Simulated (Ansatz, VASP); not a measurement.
**Sb in VASP and in Ansatz**

```
CELL_PARAMETERS angstrom
2.14689 1.23950 3.65569
-2.14689 1.23950 3.65569
0.00000 -2.47901 3.65569
ATOMIC_POSITIONS crystal
Sb 0.26412 0.26412 0.26412
Sb 0.73588 0.73588 0.73588
```

Alike in both runs: functional LDA; k mesh 12 × 12 × 12; occupations gaussian, width 0.1 eV; no spin polarisation.

Ansatz relaxed the structure, and its values are those at the end. VASP's run is a single point on that final structure, the one shown.

```csv
,VASP,Ansatz
version,VASP 6.6.1,Ansatz 0.2.0
potentials or method,"VASP PAW LDA potentials, release 64 (Sb), cutoff 520 eV","scalar-relativistic, plane waves, PAW"
valence electrons in the cell,10,30
```

|  | VASP | Ansatz | Ansatz less VASP |
| --- | --- | --- | --- |
| gap on the k mesh at the Fermi level (eV) | none | none | - |
| pressure (GPa) | 0.3 | 0.0 | -0.30 |
| rms of the force components (eV/Å) | 0.037 | 0.000 | -0.0366 |

LDA's correlation is that of Perdew and Zunger in VASP and of Perdew and Wang (1992) in Ansatz. A gap of «none» marks a metal or a gap that the smearing closes. VASP's potentials hold 10 valence electrons a cell and Ansatz's 30, so a difference there can come from the potentials and not from the codes.

Spin-orbit coupling is off throughout.
